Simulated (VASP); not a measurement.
Set up this calculation in VASP 6.6.1, as the native input.

```
Task                   : single point
Functional             : PBE
Potentials or basis    : VASP PAW PBE potentials, release 64 (Ga_d, B, As)
Cutoff                 : 520 eV
k mesh                 : 6 × 6 × 2
Occupations            : gaussian, width 0.1 eV
Spin                   : no spin polarisation
Dipole correction      : no
Further INCAR settings : ALGO = Normal; EDIFF = 1e-06; NBANDS = 26
```

The structure of GaB2As3 lies in POSCAR:

```
GaB2As3
1.0
    3.7324809400      0.0000000000      0.0000000000
    0.0000000000      3.7324809400      0.0000000000
    0.0000000000      0.0000000000      7.5477558700
Ga B As
1 2 3
Direct
    0.5000000000      0.5000000000      0.7029737000
    0.0000000000      0.0000000000      0.5988498400
    0.5000000000      0.5000000000      0.3479174100
    0.5000000000      0.0000000000      0.1183116100
    0.0000000000      0.5000000000      0.1183116100
    0.0000000000      0.0000000000      0.8395398300
```

One way to write it, as run:

INCAR

```
PREC = Accurate
ENCUT = 520
EDIFF = 1E-6
ISMEAR = 0
SIGMA = 0.1
LREAL = False
LASPH = True
NELM = 60
ALGO = Normal
ISIF = 2
LWAVE = False
LCHARG = False
GGA = PE
NBANDS = 26
```

KPOINTS

```
regular mesh
0
Gamma
  6 6 2
```

Potentials or basis: VASP PAW PBE potentials, release 64 (Ga_d, B, As).

The run is started by

```console
$ cat potpaw_PBE.64/Ga_d/POTCAR potpaw_PBE.64/B/POTCAR potpaw_PBE.64/As/POTCAR > POTCAR
$ mpirun -np 1 vasp_std > vasp.out
```

It gave:

```json
{
 "Pressure": "5.0 GPa",
 "Largest force": "3.410 eV/Å",
 "Band gap on the k mesh": "zero (band 17 reaches 5.66 eV, above the bottom of band 18 at 4.20 eV)"
}
```

Caveat: the k points lie up to 0.42 Å⁻¹ apart; forces of over 1 eV/Å act on the atoms, so gaps and moduli don't describe the material at rest.

It took 38 s on 1 thread of AMD EPYC 7R13 Processor (Zen 3) (shared host), peak memory 0.19 GiB.
